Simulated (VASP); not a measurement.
Runs of VASP 6.6.1 on Na4AlPS4. The structure is that of space group F-43m (No. 216), or close to it. The cells are those of the table. 

```tsv
task	cell	k mesh	cutoff (eV)	gap on the mesh (eV)	pressure (GPa)	relaxed volume (Å³/atom)	largest force (eV/Å)
relaxation of cell and atoms	relaxed from a = 7.351 Å, angles 60.0°, 10 atoms	6 × 6 × 6	600	none	0.0	(b)	0.01
single point	a = 7.351 Å, angles 60.0°, 10 atoms	4 × 4 × 4	520	none	0.3	-	0.03
single point	a = 6.206 Å, angles 60.0°, 10 atoms	4 × 4 × 4	520	none	37.1	-	0.03
relaxation of cell and atoms	relaxed from a = 6.206 Å, angles 60.0°, 10 atoms	4 × 4 × 4	600	none	0.1	28.19	0.02
single point	a = 7.380 Å, angles 60.0°, 10 atoms	6 × 6 × 6	520	none	(a)	-	0.01
```

Alike in all rows: level PBE; potentials or basis VASP PAW PBE potentials, release 64 (Na_pv, Al, P, S); no spin polarisation; smearing gaussian 0.1 eV.

Question: Estimate the missing entries.

Answer: (a) -0.1; (b) 28.39.

Caveats: the volume moved by over 15 % at a fixed basis, so the end points are rough (some runs).

A gap of «none» marks levels without a gap at the run's occupations.
